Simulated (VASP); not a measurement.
# Mo in VASP: a series of runs, part 2 of 2

VASP 6.6.1.

## (3) Single point, PBE

INCAR reads:

```
PREC = Accurate
ENCUT = 520
EDIFF = 1E-7
ISMEAR = -1
SIGMA = 0.1
LREAL = False
LASPH = True
NELM = 60
ALGO = Normal
ISIF = 2
LWAVE = False
LCHARG = False
LDIPOL = True
IDIPOL = 3
DIPOL = 0.5 0.5 0.500
GGA = PE
NBANDS = 43
```

KPOINTS reads:

```
regular mesh
0
Gamma
  10 10 1
```

POSCAR reads:

```
Mo
1.0
    4.4701026757      0.0000000000      0.0000000000
   -2.2350513378      3.8712224747      0.0000000000
    0.0000000000      0.0000000000     19.6498000000
Mo
5
Direct
    0.8333333330      0.1666666670      0.4071282266
    0.1666666670      0.8333333330      0.4535641131
    0.5000000000      0.5000000000      0.5000000000
    0.8333333330      0.1666666670      0.5464358869
    0.1666666670      0.8333333330      0.5928717734
```

Potentials or basis: VASP PAW PBE potentials, release 64 (Mo_sv).

On the command line:

```sh
cat potpaw_PBE.64/Mo_sv/POTCAR > POTCAR
mpirun -np 1 vasp_std > vasp.out
```

OUTCAR:

```text
PREC = Accurate
   ENCUT = 520
   EDIFF = 1E-7
   ISMEAR = -1
   LREAL = False
   LASPH = True
   NELM = 60
   ISIF = 2
   GGA = PE

 ion  position               nearest neighbor table
   1  0.833  0.167  0.407-   2 2.74   2 2.74   4 2.74   2 2.74   3 3.16   3 3.16   3 3.16
   2  0.167  0.833  0.454-   1 2.74   1 2.74   3 2.74   5 2.74   3 2.74   3 2.74   1 2.74   4 3.16
                             4 3.16   4 3.16
   3  0.500  0.500  0.500-   2 2.74   4 2.74   4 2.74   2 2.74   2 2.74   4 2.74   1 3.16   5 3.16
                             5 3.16   1 3.16   1 3.16   5 3.16
   4  0.833  0.167  0.546-   5 2.74   5 2.74   3 2.74   1 2.74   3 2.74   3 2.74   5 2.74   2 3.16
                             2 3.16   2 3.16
   5  0.167  0.833  0.593-   4 2.74   4 2.74   2 2.74   4 2.74   3 3.16   3 3.16   3 3.16

  LATTYP: Found a hexagonal cell.
 ALAT       =     4.4701026757
 C/A-ratio  =     4.3958274397

  Lattice vectors:

 A1 = (   4.4701026757,   0.0000000000,   0.0000000000)
 A2 = (  -2.2350513378,   3.8712224747,   0.0000000000)
 A3 = (   0.0000000000,   0.0000000000,  19.6498000000)

Analysis of symmetry for initial positions (statically):
=====================================================================
 Subroutine PRICEL returns:
 Original cell was already a primitive cell.

 Routine SETGRP: Setting up the symmetry group for a
 hexagonal supercell.

 Subroutine GETGRP returns: Found 12 space group operations
 (whereof  4 operations were pure point group operations)
 out of a pool of 24 trial point group operations.

The static configuration has the point symmetry C_2h.
 The point group associated with its full space group is D_3d.

Analysis of symmetry for dynamics (positions and initial velocities):
=====================================================================
 Subroutine PRICEL returns:
 Original cell was already a primitive cell.

 Routine SETGRP: Setting up the symmetry group for a
 hexagonal supercell.

 Subroutine GETGRP returns: Found 12 space group operations
 (whereof  4 operations were pure point group operations)
 out of a pool of 24 trial point group operations.

The dynamic configuration has the point symmetry C_2h.
 The point group associated with its full space group is D_3d.

 Subroutine INISYM returns: Found 12 space group operations
 (whereof  4 operations are pure point group operations),
 and found     1 'primitive' translations

----------------------------------------------------------------------------------------

                                     Primitive cell

  volume of cell :     340.0351

  direct lattice vectors                    reciprocal lattice vectors
     4.470102676  0.000000000  0.000000000     0.223708508  0.129158167  0.000000000
    -2.235051338  3.871222475  0.000000000     0.000000000  0.258316335  0.000000000
     0.000000000  0.000000000 19.649800000     0.000000000  0.000000000  0.050891103

  length of vectors
     4.470102676  4.470102676 19.649800000     0.258316335  0.258316335  0.050891103

  position of ions in fractional coordinates (direct lattice)
     0.833333333  0.166666667  0.407128227
     0.166666667  0.833333333  0.453564113
     0.500000000  0.500000000  0.500000000
     0.833333333  0.166666667  0.546435887
     0.166666667  0.833333333  0.592871773

  ion indices of the primitive-cell ions
   primitive index   ion index
                 1           1
                 2           2
                 3           3
[... 46 lines left out ...]
   number of dos      NEDOS =    301   number of ions     NIONS =      5
   total plane-waves  NPLWV = 194400
   dimension x,y,z NGX =    36 NGY =   36 NGZ =  150
   dimension x,y,z NGXF=    72 NGYF=   72 NGZF=  300
   ions per type =               5
   NGX,Y,Z   is equivalent  to a cutoff of  13.39, 13.39, 12.69 a.u.
   NGXF,Y,Z  is equivalent  to a cutoff of  26.78, 26.78, 25.38 a.u.
 SYSTEM =  unknown system
   PREC   = accura    normal or accurate (medium, high low for compatibility)
   ISTART =      0    job   : 0-new  1-cont  2-samecut
   ICHARG =      2    charge: 1-file 2-atom 10-const
   ISPIN  =      1    spin polarized calculation?
   LNONCOLLINEAR =      F non collinear calculations
   LSORBIT =      F    spin-orbit coupling
   LASPH  =      T    aspherical Exc in radial PAW
   ENCUT  =  520.0 eV  38.22 Ry    6.18 a.u.   8.31  8.31 36.54*2*pi/ulx,y,z
   NELM   =     60;   NELMIN=  2; NELMDL= -5     # of ELM steps
   EDIFF  = 0.1E-06   stopping-criterion for ELM
   LREAL  =      F    real-space projection
   EDIFFG = 0.1E-05   stopping-criterion for IOM
   NSW    =      0    number of steps for IOM
   IBRION =     -1    ionic relax: 0-MD 1-quasi-New 2-CG
   NFREE  =      0    steps in history (QN), initial steepest desc. (CG)
   ISIF   =      2    stress and relaxation
   ISYM   =      2    0-nonsym 1-usesym 2-fastsym
   POTIM  = 0.5000    time-step for ionic-motion
   TEBEG  =    0.0;   TEEND  =   0.0 temperature during run
   PSTRESS=    0.0 pullay stress
   NELECT =      70.0000    total number of electrons
   NUPDOWN=      -1.0000    fix difference up-down
   EMIN   =  10.00;   EMAX   =-10.00  energy-range for DOS
   EFERMI =   0.00;   METHOD = LEGACY
   ISMEAR =    -1;   SIGMA  =   0.10  broadening in eV -4-tet -1-fermi 0-gaus
   EFERMI_NEDOS =   21; number of points for ismear=-14 and -15
   IALGO  =     38    algorithm
   IMIX   =      4    mixing-type and parameters
     AMIX     =   0.40;   BMIX     =  1.00
     AMIX_MAG =   1.60;   BMIX_MAG =  1.00
  volume/ion in A,a.u.               =      68.01       458.93
  Fermi-wavevector in a.u.,A,eV,Ry     =   0.966643  1.826691 12.713275  0.934399
  Thomas-Fermi vector in A             =   2.096462
   LORBIT       =      0    0 simple, 1 ext, 2 COOP (PROOUT), +10 PAW based schemes
   GGA     = PE    functional components
   LHFCALC =     F    Hartree Fock is set to
   AEXX    =    0.0000 exact exchange contribution
   IVDW    =     0    specifies the selected vdW correction
   LEPSILON=     F    determine dielectric tensor
   LRPA    =     F    only Hartree local field effects (RPA)
 non-spin polarized calculation
  energy-cutoff  :      520.00
  volume of cell :      340.04
 maximum number of plane-waves:      9201
 NGX is ok and might be reduce to    36
   NGX = 17   NGY = 17   NGZ = 73

 dipolmoment           0.000000      0.000000     -0.000000 electrons x Angstroem

 number of electron      70.0000006 magnetization

 dipolmoment           0.000000      0.000000      0.000000 electrons x Angstroem

 Free energy of the ion-electron system (eV)
  ---------------------------------------------------
  ext. energy  EPLUGINS =         0.00000000
  ---------------------------------------------------
  free energy    TOTEN  =       -47.43335318 eV

  energy without entropy =      -47.21838021  energy(sigma->0) =      -47.32586670

 E-fermi :   0.0761     XC(G=0):  -4.3608

 val. band max:        0.0604368555   @ k =   0.4000   0.2000   0.0000
 cond. band min:       0.1019026605   @ k =   0.3000   0.3000   0.0000
 fundamental gap:      0.0414658050
 Fermi energy:         0.0760838582

 k-point     1 :       0.0000    0.0000    0.0000
  band No.  band energies     occupation
      1     -61.2091      2.00000
      2     -60.9624      2.00000
      3     -60.9397      2.00000
      4     -60.8338      2.00000
      5     -60.7826      2.00000
      6     -35.5035      2.00000
[... 633 lines left out ...]
     42       1.3508      0.00001
     43       1.5545      0.00000

------------------------ aborting loop because EDIFF is reached ----------------------------------------

 vacuum level on the upper side and lower side of the slab       (xc-potential included)        -0.092        -0.092

  FORCE on cell =-STRESS in cart. coord.  units (eV):
  Direction    XX          YY          ZZ          XY          YZ          ZX
  --------------------------------------------------------------------------------------
  -------------------------------------------------------------------------------------
  Total      -11.4785987    -11.4785987    -11.2497785     -0.0000000      0.0000000      0.0000000
  in kB      -54.0848579    -54.0848579    -53.0067027     -0.0000000      0.0000000      0.0000000
  external PRESSURE =     -53.7254728 kB  Pullay stress =       0.0000000 kB

 VOLUME and BASIS-vectors are now :
 -----------------------------------------------------------------------------
  energy-cutoff  :      520.00
  volume of cell :      340.04
      direct lattice vectors                 reciprocal lattice vectors
     4.470102676  0.000000000  0.000000000     0.223708508  0.129158167  0.000000000
    -2.235051338  3.871222475  0.000000000     0.000000000  0.258316335  0.000000000
     0.000000000  0.000000000 19.649800000     0.000000000  0.000000000  0.050891103

 POSITION                                       TOTAL-FORCE (eV/Angst)
 -----------------------------------------------------------------------------------
      3.35258      0.64520      7.99999        -0.000000     -0.000000      2.653947
     -1.11753      3.22602      8.91244        -0.000000      0.000000      0.841493
      1.11753      1.93561      9.82490         0.000000      0.000000     -0.000000
      3.35258      0.64520     10.73736        -0.000000     -0.000000     -0.841493
     -1.11753      3.22602     11.64981         0.000000      0.000000     -2.653947
 -----------------------------------------------------------------------------------
    total drift:                               -0.000020      0.000012     -0.000005

  FREE ENERGIE OF THE ION-ELECTRON SYSTEM (eV)
  ---------------------------------------------------
  free  energy   TOTEN  =       -47.4333531797 eV

  energy  without entropy=      -47.2183802114  energy(sigma->0) =      -47.32586670

 vacuum level on the upper side and lower side of the slab         3.725         3.725
```

OSZICAR:

```text
N       E                     dE             d eps       ncg     rms          rms(c)
DAV:   1     0.585936371510E+03    0.58594E+03   -0.43512E+04  1756   0.138E+03
DAV:   2    -0.261686460595E+02   -0.61211E+03   -0.59904E+03  1441   0.386E+02
DAV:   3    -0.510325237956E+02   -0.24864E+02   -0.23764E+02  1476   0.618E+01
[... 19 lines left out ...]
DAV:  23    -0.474333483067E+02   -0.18523E-04   -0.15558E-06  1160   0.234E-03    0.917E-04
DAV:  24    -0.474333520964E+02   -0.37897E-05   -0.23808E-07  1008   0.133E-03    0.193E-04
DAV:  25    -0.474333529459E+02   -0.84945E-06   -0.39986E-08   896   0.569E-04    0.181E-04
DAV:  26    -0.474333530995E+02   -0.15358E-06   -0.81865E-09   800   0.417E-04    0.740E-05
DAV:  27    -0.474333531797E+02   -0.80237E-07   -0.45695E-09   752   0.172E-04
   1 F= -.47433353E+02 E0= -.47325867E+02  d E =-.214973E+00
```

stdout:

```text
POSCAR found type information on POSCAR Mo
 POSCAR found :  1 types and       5 ions
 scaLAPACK will be used
 LDA part: xc-table for (Slater+PW92), standard interpolation
 POSCAR, INCAR and KPOINTS ok, starting setup
 FFT: planning ... GRIDC
 FFT: planning ... GRID_SOFT
 FFT: planning ... GRID
 WAVECAR not read
 entering main loop
```

It took 13 min on 1 thread of AMD EPYC 7R43 (Zen 3), shared host; peak memory 0.47 GiB.

Results:

```
Free energy   : -47.4334 eV
Largest force : 2.654 eV/Å
```

Forces in eV/Å, atoms in the order of the input:
```
Mo   0.000  0.000  2.654
Mo   0.000  0.000  0.841
Mo   0.000  0.000  0.000
Mo   0.000  0.000 -0.841
Mo   0.000  0.000 -2.654
```

Levels at points of the mesh, in eV from the Fermi level:
```tsv
k point	band 33	band 34	band 35	band 36	band 37	band 38
(0.00, 0.00, 0.00)	-1.22	-1.22	-0.91	0.13	0.96	0.96
(0.50, 0.00, 0.00)	-1.25	-0.44	-0.03	0.17	0.35	0.55
```
